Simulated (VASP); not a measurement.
Input of a VASP 6.6.1 run:

Contents of POSCAR:

```
InP
1.0
    0.0000000000      2.9800000000      2.9800000000
    2.9800000000      0.0000000000      2.9800000000
    2.9800000000      2.9800000000      0.0000000000
In P
1 1
Direct
    0.0000000000      0.0000000000      0.0000000000
    0.2500000000      0.2500000000      0.2500000000
```

INCAR.step1

```
ALGO = Normal ; EDIFF = 1E-4
ENCUT = 520 ; GGA = PE
ISMEAR = -1 ; LASPH = T
LCHARG = F ; LREAL = F
LWAVE = T ; NBANDS = 16
NELM = 80 ; PREC = Accurate
SIGMA = 0.02
```

INCAR.step2

```
ALGO = Normal ; EDIFF = 1E-7
ENCUT = 520 ; ISIF = 2
ISMEAR = -1 ; ISTART = 1
LASPH = T ; LCHARG = F
LMIXTAU = T ; LREAL = F
LWAVE = F ; METAGGA = R2SCAN
NBANDS = 16 ; NELM = 80
PREC = Accurate ; SIGMA = 0.02
```

KPOINTS

```
k-points
0
Gamma
  6 6 6
```

Potentials or basis: VASP PAW PBE potentials, release 64 (In_d, P).

Command:

```bash
$ cat potpaw_PBE.64/In_d/POTCAR potpaw_PBE.64/P/POTCAR > POTCAR
$ cp INCAR.step1 INCAR
$ mpirun -np 1 vasp_std > vasp.out
$ cp INCAR.step2 INCAR
$ mpirun -np 1 vasp_std > vasp.out
```

**Question.** Predict the pressure.

**Answer.** -1.8 GPa.

**Question.** Predict the band gap on the k mesh.

**Answer.** 0.87 eV, direct.

Caveat: the PAW data sets were made with another functional, which shifts forces and pressure a little; spin-orbit coupling is left out, which moves the levels of the heavy elements. r2SCAN opens gaps a little over a GGA but as a rule still falls short of measured ones.
